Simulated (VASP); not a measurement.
# W (Fd-3m) in VASP: a series of runs, part 2 of 2

VASP 6.6.1. The steps go on from the part before.

### Step 3. Single point, PBEsol

The input, INCAR:

```
SYSTEM = W
  PREC = Accurate
  ENCUT = 500
  EDIFF = 1E-6
  ISMEAR = -1
  SIGMA = 0.1
  LREAL = .FALSE.
  LASPH = .TRUE.
  NELM = 120
  ALGO = Normal
  ISIF = 2
  LWAVE = .FALSE.
  LCHARG = .FALSE.
  GGA = PS
  NBANDS = 21
  GGA_COMPAT = .FALSE.
```

The input, KPOINTS:

```
regular mesh
0
G
  13 13 13
  0 0 0
```

The input, POSCAR:

```
W
1.0
    0.0000000000      2.5633958378      2.5633958378
    2.5633958378      0.0000000000      2.5633958378
    2.5633958378      2.5633958378      0.0000000000
W
2
Direct
   -0.1250000000     -0.1250000000     -0.1250000000
    0.1250000000      0.1250000000      0.1250000000
```

Potentials or basis: VASP PAW PBE potentials, release 64 (W_sv).

Command:

```
cat potpaw_PBE.64/W_sv/POTCAR > POTCAR
mpirun -np 1 vasp_std > vasp.out
```

OUTCAR:

```text
SYSTEM = W
   PREC = Accurate
   ENCUT = 500
   EDIFF = 1E-6
   ISMEAR = -1
   LREAL = .FALSE.
   LASPH = .TRUE.
   NELM = 120
   ISIF = 2
   GGA = PS

 ion  position               nearest neighbor table
   1  0.875  0.875  0.875-   2 2.22   2 2.22   2 2.22   2 2.22
   2  0.125  0.125  0.125-   1 2.22   1 2.22   1 2.22   1 2.22

  LATTYP: Found a face centered cubic cell.
 ALAT       =     5.1267916756

  Lattice vectors:

 A1 = (   0.0000000000,   2.5633958378,   2.5633958378)
 A2 = (   2.5633958378,   0.0000000000,   2.5633958378)
 A3 = (   2.5633958378,   2.5633958378,   0.0000000000)

Analysis of symmetry for initial positions (statically):
=====================================================================
 Subroutine PRICEL returns:
 Original cell was already a primitive cell.

 Routine SETGRP: Setting up the symmetry group for a
 face centered cubic supercell.

 Subroutine GETGRP returns: Found 48 space group operations
 (whereof 12 operations were pure point group operations)
 out of a pool of 48 trial point group operations.

The static configuration has the point symmetry D_3d.
[... 151 lines left out ...]

 number of electron      28.0000002 magnetization

 Free energy of the ion-electron system (eV)
  ---------------------------------------------------
  ext. energy  EPLUGINS =         0.00000000
  ---------------------------------------------------
  free energy    TOTEN  =       -18.87460575 eV

  energy without entropy =      -18.82709784  energy(sigma->0) =      -18.85085179

 E-fermi :   9.6114     XC(G=0): -12.9255

 val. band max:        9.6058984057   @ k =   0.4615   0.4615   0.0000
 cond. band min:       9.6465539959   @ k =  -0.1538   0.2308   0.0769
 fundamental gap:      0.0406555902
 Fermi energy:         9.6114151885

 k-point     1 :       0.0000    0.0000    0.0000
  band No.  band energies     occupation
      1     -63.8883      2.00000
      2     -62.6217      2.00000
      3     -29.0661      2.00000
      4     -29.0661      2.00000
      5     -29.0661      2.00000
      6     -26.6944      2.00000
[... 565 lines left out ...]
     20      16.8896      0.00000
     21      21.9565      0.00000

 [... further k-points ...]
[... 5 lines left out ...]
  --------------------------------------------------------------------------------------
  -------------------------------------------------------------------------------------
  Total       19.8235077     19.8235077     19.8235077      0.0000000     -0.0000000      0.0000000
  in kB      942.7880441    942.7880441    942.7880441      0.0000000     -0.0000000      0.0000000
  external PRESSURE =     942.7880441 kB  Pullay stress =       0.0000000 kB

 VOLUME and BASIS-vectors are now :
 -----------------------------------------------------------------------------
  energy-cutoff  :      500.00
  volume of cell :       33.69
      direct lattice vectors                 reciprocal lattice vectors
     0.000000000  2.563395838  2.563395838    -0.195053761  0.195053761  0.195053761
     2.563395838  0.000000000  2.563395838     0.195053761 -0.195053761  0.195053761
     2.563395838  2.563395838  0.000000000     0.195053761  0.195053761 -0.195053761

 POSITION                                       TOTAL-FORCE (eV/Angst)
 -----------------------------------------------------------------------------------
      4.48594      4.48594      4.48594         0.000000     -0.000000     -0.000000
      0.64085      0.64085      0.64085        -0.000000      0.000000      0.000000
 -----------------------------------------------------------------------------------
    total drift:                                0.000000     -0.000000     -0.000000

  FREE ENERGIE OF THE ION-ELECTRON SYSTEM (eV)
  ---------------------------------------------------
  free  energy   TOTEN  =       -18.8746057534 eV

  energy  without entropy=      -18.8270978363  energy(sigma->0) =      -18.85085179
```

OSZICAR:

```text
N       E                     dE             d eps       ncg     rms          rms(c)
DAV:   1     0.307949889631E+03    0.30795E+03   -0.16855E+04  3544   0.152E+03
DAV:   2    -0.935012674746E+01   -0.31730E+03   -0.30775E+03  3834   0.465E+02
DAV:   3    -0.191010749474E+02   -0.97509E+01   -0.96101E+01  3916   0.836E+01
DAV:   4    -0.191952470746E+02   -0.94172E-01   -0.94057E-01  3973   0.883E+00
DAV:   5    -0.191964098377E+02   -0.11628E-02   -0.11627E-02  3938   0.980E-01    0.403E+01
DAV:   6    -0.189839969357E+02    0.21241E+00   -0.51095E-02  3773   0.234E+00    0.228E+01
DAV:   7    -0.188744829604E+02    0.10951E+00   -0.96438E-02  3738   0.298E+00    0.202E-01
DAV:   8    -0.188746081106E+02   -0.12515E-03   -0.54323E-03  3973   0.645E-01    0.187E-01
DAV:   9    -0.188746030058E+02    0.51047E-05   -0.58478E-05  4011   0.676E-02    0.708E-02
DAV:  10    -0.188746064888E+02   -0.34830E-05   -0.18090E-05  3946   0.459E-02    0.251E-03
DAV:  11    -0.188746057534E+02    0.73544E-06   -0.94942E-07  2029   0.971E-03
   1 F= -.18874606E+02 E0= -.18850852E+02  d E =-.475079E-01
```

It took 25 s on 1 thread of AMD EPYC 9R45 (Zen 5), shared host; peak memory 0.16 GiB.

What came out:

| Item | Value |
| --- | --- |
| Free energy | -18.8746 eV |
| Pressure | 94.3 GPa |
| Band gap on the k mesh | zero (band 14 reaches 10.14 eV, above the bottom of band 15 at 9.09 eV) |

Caveat: the PAW data sets were made with another functional, which shifts forces and pressure a little; spin-orbit coupling is left out, which moves the levels of the heavy elements.

### Step 4. Relaxation of cell and atoms, PBEsol, target pressure 88 GPa, at which the enthalpy is minimised

This run uses another cell than the first one, of 15.21 Å³/atom, 0.902 times its volume.

The input, INCAR:

```
  PREC = Accurate
  ENCUT = 500
  EDIFF = 1E-7
  ISMEAR = -1
  SIGMA = 0.1
  LREAL = F
  LASPH = T
  NELM = 120
  ALGO = Normal
  ISIF = 3
  LWAVE = F
  LCHARG = F
  GGA = PS
  IBRION = 2
  NSW = 60
  EDIFFG = -0.005
  PSTRESS = 880.0
  GGA_COMPAT = F
  NELMIN = 4
```

The input, KPOINTS:

```
regular mesh
0
Gamma
  13 13 13
```

The input, POSCAR:

```
W
1.0
    0.0000000000      2.4776548231      2.4776548231
    2.4776548231      0.0000000000      2.4776548231
    2.4776548231      2.4776548231      0.0000000000
W
2
Direct
   -0.1250000000     -0.1250000000     -0.1250000000
    0.1250000000      0.1250000000      0.1250000000
```

Command:

```
cat potpaw_PBE.64/W_sv/POTCAR > POTCAR
mpirun -np 1 vasp_std > vasp.out
```

Run time: 2.8 min. Hardware: 1 thread of Intel Xeon Platinum 8488C (Sapphire Rapids), shared host; peak memory 0.19 GiB.

It converged, with:

* Free energy: -19.1392 eV
* Relaxed volume: 17.08 Å³/atom
* Relaxed cell: a = 3.642 Å, b = 3.642 Å, c = 3.642 Å, α = 60.00°, β = 60.00°, γ = 60.00°
* Space group after relaxing (to 0.05 Å): Fd-3m (No. 227)
* Energy change on relaxing (the enthalpy is what falls): -1362.8 meV/atom
* Ionic steps: 5
* Pressure after relaxing: 88.0 GPa
* Band gap on the k mesh: zero (band 14 reaches 9.94 eV, above the bottom of band 15 at 8.91 eV)

Step by step:
```tsv
step	energy change (eV)	largest force (eV/Å)	pressure (GPa)	volume (Å³)
1	0.0000	0.0000	150.76	30.42
2	-4.0554	0.0000	-22.22	64.91
3	-3.5456	0.0000	68.40	35.85
4	-2.8176	0.0000	85.84	34.33
5	-2.7255	0.0000	88.01	34.16
```

Final structure:
```
W
1.0
     0.00000    2.57525    2.57525
     2.57525    0.00000    2.57525
     2.57525    2.57525    0.00000
W
2
Cartesian
  4.5067 4.5067 4.5067
  0.6438 0.6438 0.6438
```

Levels at points of the mesh, in eV from the Fermi level:
```
           k point  band 12  band 13  band 14  band 15  band 16  band 17
(0.00, 0.00, 0.00)    -1.68    -1.68    -1.68     2.06     2.06     2.06
```

Caveat: the cell is relaxed towards a set pressure, so the enthalpy falls and the energy may rise; the PAW data sets were made with another functional, which shifts forces and pressure a little; spin-orbit coupling is left out, which moves the levels of the heavy elements.

### Step 5. Relaxation of cell and atoms, PBEsol, target pressure 88 GPa, at which the enthalpy is minimised

The input, INCAR:

```
SYSTEM = W
ALGO = Normal
EDIFF = 1E-7
EDIFFG = -0.005
ENCUT = 500
GGA = PS
GGA_COMPAT = .FALSE.
IBRION = 2
ISIF = 3
ISMEAR = -1
LASPH = .TRUE.
LCHARG = .FALSE.
LREAL = .FALSE.
LWAVE = .FALSE.
NELM = 120
NELMIN = 4
NSW = 32
PREC = Accurate
PSTRESS = 880.0
SIGMA = 0.1
```

The input, KPOINTS:

```
k-points
0
G
  13 13 13
  0 0 0
```

The input, POSCAR:

```
W
1.0
    0.0000000000      2.5642546661      2.5642546661
    2.5642546661      0.0000000000      2.5642546661
    2.5642546661      2.5642546661      0.0000000000
W
2
Direct
   -0.1250000000     -0.1250000000     -0.1250000000
    0.1250000000      0.1250000000      0.1250000000
```

Command:

```
cat potpaw_PBE.64/W_sv/POTCAR > POTCAR
mpirun -np 1 vasp_std > vasp.out
```

Wall time 97 s (1 thread of Intel Xeon Platinum 8488C (Sapphire Rapids), shared host); peak memory 0.19 GiB.

The run converged. Its results:

```yaml
Free_energy: -19.1418 eV
Relaxed_volume: 17.08 Å³/atom
Relaxed_cell: a = 3.642 Å, b = 3.642 Å, c = 3.642 Å, α = 60.00°, β = 60.00°, γ = 60.00°
Space_group_after_relaxing_to_0.05_Å: Fd-3m (No. 227)
Energy_change_on_relaxing_the_enthalpy_is_what_falls: -123.7 meV/atom
Ionic_steps: 4
Pressure_after_relaxing: 88.0 GPa
Band_gap_on_the_k_mesh: zero (band 14 reaches 9.94 eV, above the bottom of band 15 at 8.91 eV)
```

The path:
```
step  energy change (eV)  largest force (eV/Å)  pressure (GPa)  volume (Å³)
   1              0.0000                0.0000           93.82        33.72
   2             -1.4467                0.0000           58.96        36.80
   3             -0.2573                0.0000           87.76        34.18
   4             -0.2473                0.0000           88.00        34.16
```

Final structure:
```cif
data_structure
_symmetry_space_group_name_H-M 'P 1'
_symmetry_Int_Tables_number 1
_cell_length_a 3.6420
_cell_length_b 3.6420
_cell_length_c 3.6420
_cell_angle_alpha 60.000
_cell_angle_beta 60.000
_cell_angle_gamma 60.000
_cell_volume 34.16
loop_
_atom_site_label
_atom_site_type_symbol
_atom_site_fract_x
_atom_site_fract_y
_atom_site_fract_z
_atom_site_occupancy
W1 W 0.87500 0.87500 0.87500 1
W2 W 0.12500 0.12500 0.12500 1
```

Levels at points of the mesh, in eV from the Fermi level:
```csv
k point,band 10,band 11,band 12,band 13,band 14,band 15,band 16,band 17,band 18
"(0.00, 0.00, 0.00)",-3.75,-3.75,-1.68,-1.68,-1.68,2.06,2.06,2.06,7.82
```

Caveat: the cell is relaxed towards a set pressure, so the enthalpy falls and the energy may rise; the PAW data sets were made with another functional, which shifts forces and pressure a little; spin-orbit coupling is left out, which moves the levels of the heavy elements.

### Step 6. Summary

| task | cell | gap on the mesh (eV) | pressure (GPa) |
| --- | --- | --- | --- |
| single point | a = 3.626 Å, angles 60.0°, 2 atoms | none | 93.8 |
| single point | a = 3.625 Å, angles 60.0°, 2 atoms | none | 94.3 |
| relaxation of cell and atoms | relaxed to 88 GPa from a = 3.504 Å, angles 60.0°, 2 atoms | none | 88.0 |
| relaxation of cell and atoms | relaxed to 88 GPa from a = 3.626 Å, angles 60.0°, 2 atoms | none | 88.0 |

Alike in all rows: level PBEsol; potentials or basis VASP PAW PBE potentials, release 64 (W_sv); no spin polarisation; k mesh 13 × 13 × 13; cutoff (eV) 500; smearing fermi-dirac 0.1 eV.

Caveats: the PAW data sets were made with another functional, which shifts forces and pressure a little; spin-orbit coupling is left out, which moves the levels of the heavy elements; the cell is relaxed towards a set pressure, so the enthalpy falls and the energy may rise (some runs).

Absolute energies hang on the potentials; compare differences alone.
